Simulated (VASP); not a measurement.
Set up this calculation in VASP 6.6.1, as the native input.

* Task: relaxation of cell and atoms
* Functional: PBE
* Potentials or basis: VASP PAW PBE potentials, release 64 (Pt, Se)
* Cutoff: 600 eV
* k mesh: 12 × 12 × 4
* Occupations: gaussian, width 0.02 eV
* Spin: no spin polarisation
* Dipole correction: no
* Further INCAR settings: ALGO = Normal; EDIFF = 1e-06; IBRION = 2; EDIFFG = -0.005; NSW = 100; ISIF = 3

The structure of PtSe2 lies in POSCAR:

```
PtSe2
1.0
    3.7516620337      0.0000000000      0.0000000000
   -1.8758310169      3.2490346276      0.0000000000
    0.0000000000      0.0000000000      6.5268785481
Pt Se
1 2
Direct
    0.0000000000      0.0000000000      0.0000000000
    0.3333333333      0.6666666667      0.2001869949
    0.6666666667      0.3333333333      0.7998130051
```

These files were run (other wordings do the same):

INCAR

```
ALGO = Normal
EDIFF = 1E-6
EDIFFG = -0.005
ENCUT = 600
GGA = PE
IBRION = 2
ISIF = 3
ISMEAR = 0
LASPH = True
LCHARG = False
LREAL = False
LWAVE = False
NELM = 80
NSW = 100
PREC = Accurate
SIGMA = 0.02
```

KPOINTS

```
k-points
0
Gamma
  12 12 4
```

Potentials or basis: VASP PAW PBE potentials, release 64 (Pt, Se).

Command:

```bash
$ cat potpaw_PBE.64/Pt/POTCAR potpaw_PBE.64/Se/POTCAR > POTCAR
$ mpirun -np 1 vasp_std > vasp.out
```

It gave:

```
Relaxed volume                         : 26.51 Å³/atom
Relaxed cell                           : a = 3.751 Å, b = 3.751 Å, c = 6.527 Å, α = 90.00°, β = 90.00°, γ = 120.00°
Space group after relaxing (to 0.05 Å) : P-3m1 (No. 164)
Energy gained by relaxing              : 0.0 meV/atom
Ionic steps                            : 3
Pressure after relaxing                : 0.0 GPa
Band gap on the k mesh                 : 0.89 eV, indirect (least direct gap 1.04 eV)
```

Caveat: spin-orbit coupling is left out, which moves the levels of the heavy elements; this functional lacks dispersion, which binds the layers, so the pressure and a relaxed spacing across them are unreliable.

It took 4.8 min on 1 thread of Intel Xeon 8259CL, with other jobs on the host, peak memory 0.29 GiB.
